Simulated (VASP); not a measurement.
# Ba (R-3m) in VASP: notebook

Runs on Ba. Level: PBEsol. Tasks: single point.

All numbers are computed with VASP 6.6.1; they aren't measurements. Logs are shortened: lines on timing, memory, paths and dates and some standing lists are left out, and cuts for length are marked.

## Step 1: The cell of the first run

It takes space group R-3m (No. 166, trigonal). The conventional cell has a = 7.036 Å, b = 7.036 Å, c = 4.373 Å, α = 90.00°, β = 90.00°, γ = 120.00°. Ba (site symmetry -3m) has 14 Ba at 4.32 to 5.00 Å within 5.7 Å.

## Step 2: Single point, PBEsol (equal xy, yz and zx shear strains of +1 %)

INCAR reads:

```
SYSTEM = Ba
PREC = Accurate
ENCUT = 520
EDIFF = 1E-6
ISMEAR = -1
SIGMA = 0.05
LREAL = .FALSE.
LASPH = .TRUE.
NELM = 60
ALGO = Normal
ISIF = 2
LWAVE = .FALSE.
LCHARG = .FALSE.
GGA = PS
NBANDS = 11
```

KPOINTS reads:

```
Automatic mesh
0
G
  10 10 10
  0 0 0
```

POSCAR reads:

```
Ba
1.0
   -2.4750000000      2.5000000000      2.5000000000
    2.5000000000     -2.4750000000      2.5000000000
    2.5000000000      2.5000000000     -2.4750000000
Ba
1
Direct
    0.0000000000      0.0000000000      0.0000000000
```

Potentials or basis: VASP PAW PBE potentials, release 64 (Ba_sv).

On the command line:

```sh
> cat potpaw_PBE.64/Ba_sv/POTCAR > POTCAR
> mpirun -np 1 vasp_std > vasp.out
```

OUTCAR:

```text
SYSTEM = Ba
   PREC = Accurate
   ENCUT = 520
   EDIFF = 1E-6
   ISMEAR = -1
   LREAL = .FALSE.
   LASPH = .TRUE.
   NELM = 60
   ISIF = 2
   GGA = PS

 ion  position               nearest neighbor table
   1  0.000  0.000  0.000-

  LATTYP: Found a trigonal (rhomboedric) cell.
 ALAT       =     4.3157415354
 COS(alpha) =    -0.3288480252

  Lattice vectors:

 A1 = (  -2.4750000000,   2.5000000000,   2.5000000000)
 A2 = (   2.5000000000,  -2.4750000000,   2.5000000000)
 A3 = (   2.5000000000,   2.5000000000,  -2.4750000000)

Analysis of symmetry for initial positions (statically):
=====================================================================
 Subroutine PRICEL returns:
 Original cell was already a primitive cell.

 Routine SETGRP: Setting up the symmetry group for a
 trigonal (rhombohedral) supercell.

 Subroutine GETGRP returns: Found 12 space group operations
 (whereof 12 operations were pure point group operations)
 out of a pool of 12 trial point group operations.

The static configuration has the point symmetry D_3d.

Analysis of symmetry for dynamics (positions and initial velocities):
=====================================================================
 Subroutine PRICEL returns:
 Original cell was already a primitive cell.

 Routine SETGRP: Setting up the symmetry group for a
 trigonal (rhombohedral) supercell.

 Subroutine GETGRP returns: Found 12 space group operations
 (whereof 12 operations were pure point group operations)
 out of a pool of 12 trial point group operations.

The dynamic configuration has the point symmetry D_3d.

 Subroutine INISYM returns: Found 12 space group operations
 (whereof 12 operations are pure point group operations),
 and found     1 'primitive' translations

----------------------------------------------------------------------------------------

                                     Primitive cell

  volume of cell :      62.4953

  direct lattice vectors                    reciprocal lattice vectors
    -2.475000000  2.500000000  2.500000000    -0.001990149  0.199014876  0.199014876
     2.500000000 -2.475000000  2.500000000     0.199014876 -0.001990149  0.199014876
     2.500000000  2.500000000 -2.475000000     0.199014876  0.199014876 -0.001990149

  length of vectors
     4.315741535  4.315741535  4.315741535     0.281456573  0.281456573  0.281456573

  position of ions in fractional coordinates (direct lattice)
     0.000000000  0.000000000  0.000000000

  ion indices of the primitive-cell ions
   primitive index   ion index
                 1           1

----------------------------------------------------------------------------------------

 KPOINTS: Automatic mesh

Automatic generation of k-mesh.
 Grid dimensions read from file:
 generate k-points for:   10   10   10

 Generating k-lattice:

  Cartesian coordinates                     Fractional coordinates (reciprocal lattice)
    -0.000199015  0.019901488  0.019901488     0.100000000  0.000000000  0.000000000
     0.019901488 -0.000199015  0.019901488     0.000000000  0.100000000  0.000000000
     0.019901488  0.019901488 -0.000199015     0.000000000  0.000000000  0.100000000

  Length of vectors
     0.028145657  0.028145657  0.028145657

  Shift w.r.t. Gamma in fractional coordinates (k-lattice)
     0.000000000  0.000000000  0.000000000

 Subroutine IBZKPT returns following result:
 ===========================================

 Found    116 irreducible k-points:

 Following reciprocal coordinates:
            Coordinates               Weight
  0.000000  0.000000  0.000000      1.000000
  0.100000  0.000000  0.000000      6.000000
  0.200000  0.000000  0.000000      6.000000
  0.300000  0.000000  0.000000      6.000000
  0.400000  0.000000  0.000000      6.000000
  0.500000  0.000000  0.000000      3.000000
[... 16 lines left out ...]
  0.300000  0.300000  0.000000      6.000000
  0.400000  0.300000  0.000000     12.000000
 [... further k-points ...]
   k-points           NKPTS =    116   k-points in BZ     NKDIM =    116   number of bands    NBANDS=     11
   number of dos      NEDOS =    301   number of ions     NIONS =      1
   total plane-waves  NPLWV =  32768
   dimension x,y,z NGX =    32 NGY =   32 NGZ =   32
   dimension x,y,z NGXF=    64 NGYF=   64 NGZF=   64
   ions per type =               1
   NGX,Y,Z   is equivalent  to a cutoff of  12.33, 12.33, 12.33 a.u.
   NGXF,Y,Z  is equivalent  to a cutoff of  24.65, 24.65, 24.65 a.u.
 SYSTEM =  Ba
   PREC   = accura    normal or accurate (medium, high low for compatibility)
   ISTART =      0    job   : 0-new  1-cont  2-samecut
   ICHARG =      2    charge: 1-file 2-atom 10-const
   ISPIN  =      1    spin polarized calculation?
   LNONCOLLINEAR =      F non collinear calculations
   LSORBIT =      F    spin-orbit coupling
   LASPH  =      T    aspherical Exc in radial PAW
   ENCUT  =  520.0 eV  38.22 Ry    6.18 a.u.   8.02  8.02  8.02*2*pi/ulx,y,z
   NELM   =     60;   NELMIN=  2; NELMDL= -5     # of ELM steps
   EDIFF  = 0.1E-05   stopping-criterion for ELM
   LREAL  =      F    real-space projection
   EDIFFG = 0.1E-04   stopping-criterion for IOM
   NSW    =      0    number of steps for IOM
   IBRION =     -1    ionic relax: 0-MD 1-quasi-New 2-CG
   NFREE  =      0    steps in history (QN), initial steepest desc. (CG)
   ISIF   =      2    stress and relaxation
   ISYM   =      2    0-nonsym 1-usesym 2-fastsym
   POTIM  = 0.5000    time-step for ionic-motion
   TEBEG  =    0.0;   TEEND  =   0.0 temperature during run
   PSTRESS=    0.0 pullay stress
   NELECT =      10.0000    total number of electrons
   NUPDOWN=      -1.0000    fix difference up-down
   EMIN   =  10.00;   EMAX   =-10.00  energy-range for DOS
   EFERMI =   0.00;   METHOD = LEGACY
   ISMEAR =    -1;   SIGMA  =   0.05  broadening in eV -4-tet -1-fermi 0-gaus
   EFERMI_NEDOS =   21; number of points for ismear=-14 and -15
   IALGO  =     38    algorithm
   IMIX   =      4    mixing-type and parameters
     AMIX     =   0.40;   BMIX     =  1.00
     AMIX_MAG =   1.60;   BMIX_MAG =  1.00
  volume/ion in A,a.u.               =      62.50       421.74
  Fermi-wavevector in a.u.,A,eV,Ry     =   0.888776  1.679543 10.747552  0.789923
  Thomas-Fermi vector in A             =   2.010250
   LORBIT       =      0    0 simple, 1 ext, 2 COOP (PROOUT), +10 PAW based schemes
   GGA     = PS    functional components
   LHFCALC =     F    Hartree Fock is set to
   AEXX    =    0.0000 exact exchange contribution
   IVDW    =     0    specifies the selected vdW correction
   LEPSILON=     F    determine dielectric tensor
   LRPA    =     F    only Hartree local field effects (RPA)
 non-spin polarized calculation
  energy-cutoff  :      520.00
  volume of cell :       62.50
 maximum number of plane-waves:      1698
   NGX = 15   NGY = 15   NGZ = 15

 number of electron      10.0000000 magnetization

 number of electron       9.9999999 magnetization

 Free energy of the ion-electron system (eV)
  ---------------------------------------------------
  ext. energy  EPLUGINS =         0.00000000
  ---------------------------------------------------
  free energy    TOTEN  =        -2.14565113 eV

  energy without entropy =       -2.13455405  energy(sigma->0) =       -2.14010259

 E-fermi :   1.5483     XC(G=0):  -7.5324

 val. band max:        1.5406585847   @ k =   0.4000   0.3000   0.3000
 cond. band min:       1.5488688754   @ k =  -0.4000  -0.4000   0.1000
 fundamental gap:      0.0082102906
 Fermi energy:         1.5483349564

 k-point     1 :       0.0000    0.0000    0.0000
  band No.  band energies     occupation
      1     -27.2820      2.00000
      2     -12.2151      2.00000
      3     -12.2046      2.00000
      4     -12.2046      2.00000
      5      -1.2106      2.00000
      6       3.3426      0.00000
      7       3.3426      0.00000
      8       3.4580      0.00000
      9       4.8321      0.00000
     10       4.8321      0.00000
     11       8.4878      0.00000

 k-point     2 :       0.1000    0.0000    0.0000
  band No.  band energies     occupation
      1     -27.2779      2.00000
      2     -12.2600      2.00000
      3     -12.2223      2.00000
      4     -12.2050      2.00000
      5      -1.0241      2.00000
      6       3.1968      0.00000
      7       3.2731      0.00000
      8       3.6177      0.00000
      9       4.6262      0.00000
     10       4.8252      0.00000
     11       8.7374      0.00000

 k-point     3 :       0.2000    0.0000    0.0000
  band No.  band energies     occupation
      1     -27.2670      2.00000
      2     -12.3822      2.00000
      3     -12.2600      2.00000
      4     -12.2061      2.00000
      5      -0.5197      2.00000
      6       2.8697      0.00000
      7       2.9110      0.00000
      8       4.1686      0.00000
      9       4.5378      0.00000
     10       4.8548      0.00000
     11       9.0239      0.00000

 k-point     4 :       0.3000    0.0000    0.0000
  band No.  band energies     occupation
      1     -27.2534      2.00000
      2     -12.5271      2.00000
      3     -12.3053      2.00000
      4     -12.2076      2.00000
      5       0.1158      2.00000
      6       2.5378      0.00000
      7       2.5581      0.00000
      8       4.7197      0.00000
      9       4.9974      0.00000
     10       5.0462      0.00000
     11       8.4905      0.00000
[... 239 lines left out ...]
 k-point    22 :      -0.2000    0.2000    0.0000
  band No.  band energies     occupation
      1     -27.2659      2.00000
      2     -12.3819      2.00000
      3     -12.2652      2.00000
      4     -12.2115      2.00000
      5      -0.5048      2.00000
      6       2.9115      0.00000
      7       2.9611      0.00000
      8       4.1124      0.00000
      9       4.4547      0.00000
     10       4.8212      0.00000
     11       9.0234      0.00000

 k-point    23 :       0.3000    0.3000    0.0000
  band No.  band energies     occupation
      1     -27.2329      2.00000
      2     -12.5693      2.00000
      3     -12.4940      2.00000
      4     -12.2641      2.00000
      5       1.5080      1.38301
      6       2.0525      0.00008
      7       2.2370      0.00000
      8       4.9168      0.00000
      9       5.2319      0.00000
     10       6.4816      0.00000
     11       7.6328      0.00000

 k-point    24 :       0.4000    0.3000    0.0000
  band No.  band energies     occupation
      1     -27.2321      2.00000
      2     -12.5864      2.00000
      3     -12.4844      2.00000
      4     -12.2630      2.00000
      5       1.5252      1.22774
      6       1.9989      0.00024
      7       2.2779      0.00000
      8       4.9422      0.00000
      9       5.1843      0.00000
     10       6.5051      0.00000
     11       7.7015      0.00000

 [... further k-points ...]
[... 5 lines left out ...]
  --------------------------------------------------------------------------------------
  -------------------------------------------------------------------------------------
  Total       -0.2105199     -0.2105199     -0.2105199     -0.0388927     -0.0388927     -0.0388927
  in kB       -5.3970461     -5.3970461     -5.3970461     -0.9970838     -0.9970838     -0.9970838
  external PRESSURE =      -5.3970461 kB  Pullay stress =       0.0000000 kB

 VOLUME and BASIS-vectors are now :
 -----------------------------------------------------------------------------
  energy-cutoff  :      520.00
  volume of cell :       62.50
      direct lattice vectors                 reciprocal lattice vectors
    -2.475000000  2.500000000  2.500000000    -0.001990149  0.199014876  0.199014876
     2.500000000 -2.475000000  2.500000000     0.199014876 -0.001990149  0.199014876
     2.500000000  2.500000000 -2.475000000     0.199014876  0.199014876 -0.001990149

 POSITION                                       TOTAL-FORCE (eV/Angst)
 -----------------------------------------------------------------------------------
      0.00000      0.00000      0.00000        -0.000000      0.000000      0.000000
 -----------------------------------------------------------------------------------
    total drift:                                0.000000      0.000000     -0.000000

  FREE ENERGIE OF THE ION-ELECTRON SYSTEM (eV)
  ---------------------------------------------------
  free  energy   TOTEN  =        -2.1456511305 eV

  energy  without entropy=       -2.1345540473  energy(sigma->0) =       -2.14010259
```

Wall time 33 s (1 thread of Intel Xeon Platinum 8259CL at 2.50GHz (Skylake/Cascade Lake), shared host); peak memory 0.22 GiB.

What came out:

```
Free energy            : -2.1457 eV
Pressure               : -0.5 GPa
Band gap on the k mesh : zero (band 5 reaches 1.89 eV, above the bottom of band 6 at 1.01 eV)
```

Stress tensor (GPa, compression positive):
```
-0.54 -0.10 -0.10
-0.10 -0.54 -0.10
-0.10 -0.10 -0.54
```

Levels at points of the mesh, in eV from the Fermi level:
| k point | band 3 | band 4 | band 5 | band 6 | band 7 | band 8 |
| --- | --- | --- | --- | --- | --- | --- |
| (0.00, 0.00, 0.00) | -13.75 | -13.75 | -2.76 | 1.79 | 1.79 | 1.91 |
| (0.50, 0.00, 0.00) | -13.90 | -13.76 | -0.90 | 0.68 | 1.26 | 3.27 |
| (0.50, 0.50, 0.00) | -13.92 | -13.76 | -0.89 | 0.69 | 1.33 | 3.21 |
| (0.50, 0.50, 0.50) | -14.10 | -14.07 | -0.53 | -0.53 | 4.35 | 4.41 |

Caveat: the cell differs from its parent crystal (equal xy, yz and zx shear strains of +1 %); the PAW data sets were made with another functional, which shifts forces and pressure a little; spin-orbit coupling is left out, which moves the levels of the heavy elements.

## Step 3: Single point, PBEsol (equal xy, yz and zx shear strains of +2 %)

INCAR reads:

```
SYSTEM = Ba
PREC     = Accurate       ! precision mode
ENCUT    = 520            ! plane-wave cutoff, eV
EDIFF    = 1E-6           ! SCF threshold, eV
ISMEAR   = -1             ! smearing method
SIGMA    = 0.05           ! smearing width, eV
LREAL    = .FALSE.        ! projectors in reciprocal space
LASPH    = .TRUE.         ! aspherical terms in the spheres
NELM     = 60             ! most SCF steps
ALGO     = Normal         ! electronic algorithm
ISIF     = 2              ! what is computed and relaxed
LWAVE    = .FALSE.        ! write WAVECAR
LCHARG   = .TRUE.         ! write CHGCAR
GGA      = PS             ! functional
LELF     = .TRUE.         ! ELF
LVHAR    = .TRUE.       
NBANDS   = 11             ! bands
```

KPOINTS is that of step 2.

POSCAR reads:

```
Ba
1.0
   -2.4500000000      2.5000000000      2.5000000000
    2.5000000000     -2.4500000000      2.5000000000
    2.5000000000      2.5000000000     -2.4500000000
Ba
1
Direct
    0.0000000000      0.0000000000      0.0000000000
```

Potentials or basis: VASP PAW PBE potentials, release 64 (Ba_sv).

On the command line:

```sh
> cat potpaw_PBE.64/Ba_sv/POTCAR > POTCAR
> mpirun -np 1 vasp_std > vasp.out
```

It took 34 s on 1 thread of Intel Xeon Platinum 8259CL at 2.50GHz (Skylake/Cascade Lake), shared host; peak memory 0.22 GiB.

The run converged. Its results:

```yaml
Free_energy: -2.1440 eV
Pressure: -0.5 GPa
Band_gap_on_the_k_mesh: zero (band 5 reaches 1.89 eV, above the bottom of band 6 at 1.01 eV)
```

Stress tensor (GPa, compression positive):
```
-0.54 -0.19 -0.19
-0.19 -0.54 -0.19
-0.19 -0.19 -0.54
```

Levels at points of the mesh, in eV from the Fermi level:
```tsv
k point	band 1	band 2	band 3	band 4	band 5	band 6	band 7	band 8	band 9	band 10
(0.00, 0.00, 0.00)	-28.83	-13.77	-13.75	-13.75	-2.76	1.75	1.75	1.99	3.29	3.29
(0.50, 0.00, 0.00)	-28.79	-14.23	-13.90	-13.76	-0.91	0.67	1.23	3.30	3.91	5.21
(0.50, 0.50, 0.00)	-28.78	-14.25	-13.92	-13.76	-0.88	0.70	1.36	3.18	3.75	5.36
(0.50, 0.50, 0.50)	-28.75	-14.11	-14.11	-14.06	-0.53	-0.53	4.30	4.44	4.44	4.58
```

Caveat: the cell differs from its parent crystal (equal xy, yz and zx shear strains of +2 %); the PAW data sets were made with another functional, which shifts forces and pressure a little; spin-orbit coupling is left out, which moves the levels of the heavy elements.
